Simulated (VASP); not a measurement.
# AlN (Cmc2_1) in VASP: single point with PBE

Aim: the single point of AlN with PBE.

All numbers are computed with VASP 6.6.1; they aren't measurements. Logs are shortened: lines on timing, memory, paths and dates and some standing lists are left out, and cuts for length are marked.

## 1. The cell of the first run

It takes space group Cmc2_1 (No. 36, orthorhombic). Conventional cell: a = 3.218 Å, b = 5.320 Å, c = 5.243 Å, α = 90.00°, β = 90.00°, γ = 90.00°. Within 2.5 Å of Al (site symmetry m) lie 4 N at 1.92 to 1.97 Å. N (site symmetry m) has 4 Al at 1.92 to 1.97 Å within 2.5 Å.

## 2. Single point, PBE

Input file INCAR:

```
SYSTEM = AlN
PREC = Accurate
ENCUT = 520
EDIFF = 1E-7
ISMEAR = 0
SIGMA = 0.02
LREAL = .FALSE.
LASPH = .TRUE.
NELM = 100
ALGO = Normal
ISIF = 2
LWAVE = .FALSE.
LCHARG = .FALSE.
GGA = PE
ISYM = 0
NBANDS = 16
```

Input file KPOINTS:

```
Automatic mesh
0
G
  8 5 10
  0 0 0
```

Input file POSCAR:

```
AlN
1.0
    3.2183708026      0.0000000000     -0.0000060069
    0.0000000000      5.2431683762      0.0000000000
   -1.6091902480      0.0000000000      2.6597774206
Al N
2 2
Direct
    0.3322607204      0.5019558649      0.6645212897
    0.6677392796      1.0019558649      0.3354787103
    0.3289689971      0.8780441351      0.6579367917
    0.6710310029      0.3780441351      0.3420632083
```

Potentials or basis: VASP PAW PBE potentials, release 64 (Al, N).

On the command line:

```bash
cat potpaw_PBE.64/Al/POTCAR potpaw_PBE.64/N/POTCAR > POTCAR
mpirun -np 1 vasp_std > vasp.out
```

OUTCAR:

```text
SYSTEM = AlN
   PREC = Accurate
   ENCUT = 520
   EDIFF = 1E-7
   ISMEAR = 0
   LREAL = .FALSE.
   LASPH = .TRUE.
   NELM = 100
   ISIF = 2
   GGA = PE
   ISYM = 0

 ion  position               nearest neighbor table
   1  0.332  0.502  0.665-   4 1.92   4 1.94   4 1.94   3 1.97   2 3.17   2 3.17   2 3.20   2 3.20
                             2 3.20   2 3.20
   2  0.668  0.002  0.335-   3 1.92   3 1.94   3 1.94   4 1.97   1 3.17   1 3.17   1 3.20   1 3.20
                             1 3.20   1 3.20
   3  0.329  0.878  0.658-   2 1.92   2 1.94   2 1.94   1 1.97
   4  0.671  0.378  0.342-   1 1.92   1 1.94   1 1.94   2 1.97

IMPORTANT INFORMATION: All symmetrisations will be switched off!
NOSYMM: (Re-)initialisation of all symmetry stuff for point group C_1.

----------------------------------------------------------------------------------------

                                     Primitive cell

  volume of cell :      44.8823

  direct lattice vectors                    reciprocal lattice vectors
     3.218370803  0.000000000 -0.000006007     0.310716568  0.000000000  0.187986433
     0.000000000  5.243168376  0.000000000     0.000000000  0.190724373  0.000000000
    -1.609190248  0.000000000  2.659777421     0.000000702  0.000000000  0.375971734

  length of vectors
     3.218370803  5.243168376  3.108682869     0.363157933  0.190724373  0.375971734

  position of ions in fractional coordinates (direct lattice)
     0.332260720  0.501955865  0.664521290
     0.667739280  0.001955865  0.335478710
     0.328968997  0.878044135  0.657936792
     0.671031003  0.378044135  0.342063208

  ion indices of the primitive-cell ions
   primitive index   ion index
                 1           1
                 2           2
                 3           3
                 4           4

----------------------------------------------------------------------------------------

 KPOINTS: Automatic mesh

Automatic generation of k-mesh.
 Grid dimensions read from file:
 generate k-points for:    8    5   10

 Generating k-lattice:

  Cartesian coordinates                     Fractional coordinates (reciprocal lattice)
     0.038839571  0.000000000  0.023498304     0.125000000  0.000000000  0.000000000
     0.000000000  0.038144875  0.000000000     0.000000000  0.200000000  0.000000000
     0.000000070  0.000000000  0.037597173     0.000000000  0.000000000  0.100000000

  Length of vectors
     0.045394742  0.038144875  0.037597173

  Shift w.r.t. Gamma in fractional coordinates (k-lattice)
     0.000000000  0.000000000  0.000000000

 -----------------------------------------------------------------------------
|                                                                             |
|           W    W    AA    RRRRR   N    N  II  N    N   GGGG   !!!           |
|           W    W   A  A   R    R  NN   N  II  NN   N  G    G  !!!           |
|           W    W  A    A  R    R  N N  N  II  N N  N  G       !!!           |
|           W WW W  AAAAAA  RRRRR   N  N N  II  N  N N  G  GGG   !            |
|           WW  WW  A    A  R   R   N   NN  II  N   NN  G    G                |
|           W    W  A    A  R    R  N    N  II  N    N   GGGG   !!!           |
|                                                                             |
|     Your reciprocal lattice and k-lattice belong to different lattice       |
|     classes:                                                                |
|                                                                             |
|        The reciprocal lattice is base centered orthorhombic,                |
|        whereas your k-lattice is simple monoclinic.                         |
|                                                                             |
|     Results are often still useful ...                                      |
|                                                                             |
 -----------------------------------------------------------------------------

 WARNING: IBZKPT: internal override: KBLOWUP is changed to .FALSE.
      ... skipping the blow-up phase ...

 Subroutine IBZKPT returns following result:
 ===========================================

 Found    202 irreducible k-points:

 Following reciprocal coordinates:
            Coordinates               Weight
  0.000000  0.000000  0.000000      1.000000
  0.125000  0.000000  0.000000      2.000000
  0.250000  0.000000  0.000000      2.000000
  0.375000  0.000000  0.000000      2.000000
  0.500000  0.000000  0.000000      1.000000
  0.000000  0.200000  0.000000      2.000000
[... 16 lines left out ...]
  0.125000  0.000000  0.100000      2.000000
  0.250000  0.000000  0.100000      2.000000
 [... further k-points ...]
   k-points           NKPTS =    202   k-points in BZ     NKDIM =    202   number of bands    NBANDS=     16
   number of dos      NEDOS =    301   number of ions     NIONS =      4
   total plane-waves  NPLWV =  23040
   dimension x,y,z NGX =    24 NGY =   40 NGZ =   24
   dimension x,y,z NGXF=    48 NGYF=   80 NGZF=   48
   ions per type =               2   2
   NGX,Y,Z   is equivalent  to a cutoff of  12.40, 12.68, 12.83 a.u.
   NGXF,Y,Z  is equivalent  to a cutoff of  24.79, 25.37, 25.67 a.u.
 SYSTEM =  AlN
   PREC   = accura    normal or accurate (medium, high low for compatibility)
   ISTART =      0    job   : 0-new  1-cont  2-samecut
   ICHARG =      2    charge: 1-file 2-atom 10-const
   ISPIN  =      1    spin polarized calculation?
   LNONCOLLINEAR =      F non collinear calculations
   LSORBIT =      F    spin-orbit coupling
   LASPH  =      T    aspherical Exc in radial PAW
   ENCUT  =  520.0 eV  38.22 Ry    6.18 a.u.   5.98  9.75  5.78*2*pi/ulx,y,z
   NELM   =    100;   NELMIN=  2; NELMDL= -5     # of ELM steps
   EDIFF  = 0.1E-06   stopping-criterion for ELM
   LREAL  =      F    real-space projection
   EDIFFG = 0.1E-05   stopping-criterion for IOM
   NSW    =      0    number of steps for IOM
   IBRION =     -1    ionic relax: 0-MD 1-quasi-New 2-CG
   NFREE  =      0    steps in history (QN), initial steepest desc. (CG)
   ISIF   =      2    stress and relaxation
   ISYM   =      0    0-nonsym 1-usesym 2-fastsym
   POTIM  = 0.5000    time-step for ionic-motion
   TEBEG  =    0.0;   TEEND  =   0.0 temperature during run
   PSTRESS=    0.0 pullay stress
   NELECT =      16.0000    total number of electrons
   NUPDOWN=      -1.0000    fix difference up-down
   EMIN   =  10.00;   EMAX   =-10.00  energy-range for DOS
   EFERMI =   0.00;   METHOD = LEGACY
   ISMEAR =     0;   SIGMA  =   0.02  broadening in eV -4-tet -1-fermi 0-gaus
   EFERMI_NEDOS =   21; number of points for ismear=-14 and -15
   IALGO  =     38    algorithm
   IMIX   =      4    mixing-type and parameters
     AMIX     =   0.40;   BMIX     =  1.00
     AMIX_MAG =   1.60;   BMIX_MAG =  1.00
  volume/ion in A,a.u.               =      11.22        75.72
  Fermi-wavevector in a.u.,A,eV,Ry     =   1.160798  2.193590 18.333193  1.347452
  Thomas-Fermi vector in A             =   2.297377
   LORBIT       =      0    0 simple, 1 ext, 2 COOP (PROOUT), +10 PAW based schemes
   GGA     = PE    functional components
   LHFCALC =     F    Hartree Fock is set to
   AEXX    =    0.0000 exact exchange contribution
   IVDW    =     0    specifies the selected vdW correction
   LEPSILON=     F    determine dielectric tensor
   LRPA    =     F    only Hartree local field effects (RPA)
 non-spin polarized calculation
 Gauss-broadening in eV      SIGMA  =   0.02
  energy-cutoff  :      520.00
  volume of cell :       44.88
 maximum number of plane-waves:      1224
   NGX = 11   NGY = 19   NGZ = 11

 number of electron      16.0000002 magnetization

 Free energy of the ion-electron system (eV)
  ---------------------------------------------------
  ext. energy  EPLUGINS =         0.00000000
  ---------------------------------------------------
  free energy    TOTEN  =       -29.63788265 eV

  energy without entropy =      -29.63788265  energy(sigma->0) =      -29.63788265

 E-fermi :   5.6341     XC(G=0): -10.6056

 val. band max:        5.5181665959   @ k =   0.0000   0.0000   0.0000
 cond. band min:       8.9782224479   @ k =   0.0000   0.0000   0.0000
 fundamental gap:      3.4600558519
 Fermi energy:         5.6340851408

 k-point     1 :       0.0000    0.0000    0.0000
  band No.  band energies     occupation
      1      -9.2797      2.00000
      2      -7.4987      2.00000
      3      -0.3352      2.00000
      4       4.6668      2.00000
      5       5.0282      2.00000
      6       5.2466      2.00000
[... 8 lines left out ...]
     15      17.9109      0.00000
     16      18.4991      0.00000

 k-point     2 :       0.1250    0.0000    0.0000
  band No.  band energies     occupation
      1      -9.0967      2.00000
      2      -7.3895      2.00000
      3      -0.1091      2.00000
      4       3.8684      2.00000
      5       4.4348      2.00000
      6       4.7606      2.00000
[... 8 lines left out ...]
     15      17.6893      0.00000
     16      18.1032      0.00000

 k-point     3 :       0.2500    0.0000    0.0000
  band No.  band energies     occupation
      1      -8.5893      2.00000
      2      -7.1262      2.00000
      3       0.5371      2.00000
      4       2.1867      2.00000
      5       3.0199      2.00000
      6       4.3171      2.00000
[... 8 lines left out ...]
     15      17.3063      0.00000
     16      18.7111      0.00000

 k-point     4 :       0.3750    0.0000    0.0000
  band No.  band energies     occupation
      1      -7.9136      2.00000
      2      -6.9131      2.00000
      3       0.7548      2.00000
      4       1.4968      2.00000
      5       1.8371      2.00000
      6       3.9726      2.00000
[... 8 lines left out ...]
     15      17.1465      0.00000
     16      19.4773      0.00000
[... 324 lines left out ...]
 k-point    22 :       0.0000    0.0000    0.1000
  band No.  band energies     occupation
      1      -9.1524      2.00000
      2      -7.4189      2.00000
      3      -0.1793      2.00000
      4       4.4622      2.00000
      5       4.4923      2.00000
      6       4.8860      2.00000
[... 8 lines left out ...]
     15      17.8742      0.00000
     16      18.1668      0.00000

 k-point    23 :       0.1250    0.0000    0.1000
  band No.  band energies     occupation
      1      -8.8245      2.00000
      2      -7.2324      2.00000
      3       0.2313      2.00000
      4       3.1724      2.00000
      5       3.5264      2.00000
      6       4.4723      2.00000
[... 8 lines left out ...]
     15      17.5464      0.00000
     16      18.2857      0.00000

 k-point    24 :       0.2500    0.0000    0.1000
  band No.  band energies     occupation
      1      -8.2280      2.00000
      2      -6.9720      2.00000
      3       1.0063      2.00000
      4       1.5879      2.00000
      5       2.3427      2.00000
      6       3.9294      2.00000
[... 8 lines left out ...]
     15      17.1597      0.00000
     16      19.1232      0.00000

 [... further k-points ...]
[... 5 lines left out ...]
  --------------------------------------------------------------------------------------
  -------------------------------------------------------------------------------------
  Total       -3.0998388     -4.5358270     -0.0570332     -0.0000001     -0.0000001      0.0001614
  in kB     -110.6560106   -161.9169744     -2.0359340     -0.0000019     -0.0000021      0.0057632
  external PRESSURE =     -91.5363063 kB  Pullay stress =       0.0000000 kB

 VOLUME and BASIS-vectors are now :
 -----------------------------------------------------------------------------
  energy-cutoff  :      520.00
  volume of cell :       44.88
      direct lattice vectors                 reciprocal lattice vectors
     3.218370803  0.000000000 -0.000006007     0.310716568  0.000000000  0.187986433
     0.000000000  5.243168376  0.000000000     0.000000000  0.190724373  0.000000000
    -1.609190248  0.000000000  2.659777421     0.000000702  0.000000000  0.375971734

 POSITION                                       TOTAL-FORCE (eV/Angst)
 -----------------------------------------------------------------------------------
     -0.00000      2.63184      1.76748        -0.000002      0.000219     -0.000599
      1.60918      0.01025      0.89229         0.000002      0.000223      0.000599
     -0.00000      4.60373      1.74996        -0.000005     -0.000220     -0.000711
      1.60918      1.98215      0.90981         0.000005     -0.000221      0.000710
 -----------------------------------------------------------------------------------
    total drift:                                0.000000      0.000597      0.000000

  FREE ENERGIE OF THE ION-ELECTRON SYSTEM (eV)
  ---------------------------------------------------
  free  energy   TOTEN  =       -29.6378826472 eV

  energy  without entropy=      -29.6378826472  energy(sigma->0) =      -29.63788265
```

It took 66 s on 1 thread of AMD EPYC 9R45 (Zen 5), shared host; peak memory 0.21 GiB.

Results:

- Free energy: -29.6379 eV
- Pressure: -9.2 GPa
- Band gap on the k mesh: 3.46 eV, direct

Stress tensor (GPa, compression positive):
```
-11.07   0.00   0.00
  0.00 -16.19   0.00
  0.00   0.00  -0.20
```

Levels at points of the mesh, in eV from the valence-band top:
| k point | band 5 | band 6 | band 7 | band 8 | band 9 | band 10 | band 11 | band 12 |
| --- | --- | --- | --- | --- | --- | --- | --- | --- |
| (0.00, 0.00, 0.00) | -0.49 | -0.27 | -0.25 | 0.00 | 3.46 | 6.31 | 9.72 | 10.54 |
| (0.50, 0.00, 0.00) | -3.28 | -1.83 | -1.65 | -0.55 | 5.41 | 5.91 | 7.63 | 9.58 |
| (0.00, 0.00, 0.50) | -3.13 | -2.18 | -1.65 | -0.95 | 5.15 | 5.32 | 7.26 | 9.77 |
| (0.50, 0.00, 0.50) | -3.28 | -1.83 | -1.65 | -0.55 | 5.41 | 5.91 | 7.63 | 9.58 |
